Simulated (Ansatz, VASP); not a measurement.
## One calculation of HfB, two programs

```
Hf B
1.0
     0.00000    2.27878    2.27878
     2.27878    0.00000    2.27878
     2.27878    2.27878    0.00000
Hf B
1 1
Direct
  0.50000 0.50000 0.50000
  0.00000 0.00000 0.00000
```

Change from the starting cell: volume scaled by 0.96.

Alike in both runs: task single point; functional LDA; k mesh 10 × 10 × 10; occupations fermi-dirac, width 0.05 eV; no spin polarisation.

```csv
,VASP,Ansatz
version,VASP 6.6.1,Ansatz 0.2.0
potentials or method,"VASP PAW LDA potentials, release 64 (Hf_pv, B), cutoff 520 eV","all-electron LAPW, scalar-relativistic"
```

```csv
,VASP,Ansatz,Ansatz less VASP
gap on the k mesh at the Fermi level (eV),none,none,-
pressure (GPa),31.3,29.1,-2.17
```

LDA's correlation is that of Perdew and Zunger in VASP and of Perdew and Wang (1992) in Ansatz. A gap of «none» marks a metal or a gap that the smearing closes. Both programs put the cell under a high pressure, so it lies far from rest at this level. Ansatz ran all-electron here, and VASP with PAW potentials.

Spin-orbit coupling is off throughout.
